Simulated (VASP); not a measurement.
A run of VASP 6.6.1 is set up as follows.

Contents of INCAR:

```
SYSTEM = Cu
AGGAC = 1.0
AGGAX = 1.0
ALDAC = 0.0
ALDAX = 1.0
ALGO = Normal
EDIFF = 1E-7
EDIFFG = -0.01
ENCUT = 820
GGA = B5
GGA_COMPAT = .FALSE.
IBRION = 2
ISIF = 3
ISMEAR = -1
LASPH = .TRUE.
LCHARG = .FALSE.
LREAL = .FALSE.
LWAVE = .FALSE.
NELM = 120
NELMIN = 4
NSW = 60
PREC = Accurate
SIGMA = 0.05
```

File KPOINTS:

```
k-points
0
G
  13 13 13
  0 0 0
```

The input POSCAR:

```
Cu
1.0
   -1.4427933200      1.4427933200      1.3760814500
    1.4427933200     -1.4427933200      1.3760814500
    1.4427933200      1.4427933200     -1.3760814500
Cu
1
Direct
    0.0000000000      0.0000000000      0.0000000000
```

Potentials or basis: VASP PAW PBE potentials, release 64 (Cu_sv_GW).

Command:

```console
$ cat potpaw_PBE.64/Cu_sv_GW/POTCAR > POTCAR
$ mpirun -np 1 vasp_std > vasp.out
```

Q: Predict the relaxed volume.

A: 12.52 Å³/atom.

Q: What does it give for the relaxed cell?

A: a = 2.536 Å, b = 2.536 Å, c = 2.536 Å, α = 107.62°, β = 107.62°, γ = 113.25°.

The path:
```tsv
step	energy change (eV)	largest force (eV/Å)	pressure (GPa)	volume (Å³)
1	0.0000	0.0000	14.83	11.46
2	-0.0270	0.0000	-7.43	13.31
3	-0.0458	0.0000	-0.07	12.53
4	-0.0457	0.0000	0.05	12.51
5	-0.0460	0.0000	0.12	12.51
6	-0.0464	0.0000	0.10	12.51
7	-0.0461	0.0000	0.12	12.52
8	-0.0464	0.0000	0.09	12.52
9	-0.0464	0.0000	0.05	12.52
```

Caveat: the PAW data sets were made with another functional, which shifts forces and pressure a little.
